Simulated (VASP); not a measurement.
Input of a VASP 6.6.1 run:

File POSCAR:

```
MgO
1.0
    0.0000000000      2.1159000000      2.1159000000
    2.1159000000      0.0000000000      2.1159000000
    2.1159000000      2.1159000000      0.0000000000
Mg O
1 1
Direct
    0.0000000000      0.0000000000      0.0000000000
    0.5000000000      0.5000000000      0.5000000000
```

The input INCAR.step1:

```
SYSTEM = MgO
ALGO = Normal
EDIFF = 1E-5
ENCUT = 660
GGA = PE
GGA_COMPAT = .False.
ISMEAR = 0
LASPH = .True.
LCHARG = .False.
LREAL = .False.
LWAVE = .True.
NBANDS = 11
NELM = 120
PREC = Accurate
SIGMA = 0.3
```

File INCAR.step2:

```
SYSTEM = MgO
ALGO = Normal
EDIFF = 1E-6
ENCUT = 660
GGA_COMPAT = .False.
ISIF = 2
ISMEAR = 0
ISTART = 1
LASPH = .True.
LCHARG = .False.
LMIXTAU = .True.
LREAL = .False.
LWAVE = .False.
METAGGA = R2SCAN
NBANDS = 11
NELM = 120
PREC = Accurate
SIGMA = 0.3
```

KPOINTS

```
k-points
0
Gamma
  8 8 8
  0 0 0
```

Potentials or basis: VASP PAW PBE potentials, release 64 (Mg, O).

Launch:

```sh
$ cat potpaw_PBE.64/Mg/POTCAR potpaw_PBE.64/O/POTCAR > POTCAR
$ cp INCAR.step1 INCAR
$ mpirun -np 1 vasp_std > vasp.out
$ cp INCAR.step2 INCAR
$ mpirun -np 1 vasp_std > vasp.out
```

**Question.** Estimate the band gap on the k mesh.

**Answer.** 5.47 eV, direct.

**Question.** Predict the pressure.

**Answer.** -4.5 GPa.

Caveat: the PAW data sets were made with another functional, which shifts forces and pressure a little. r2SCAN opens gaps a little over a GGA but as a rule still falls short of measured ones.
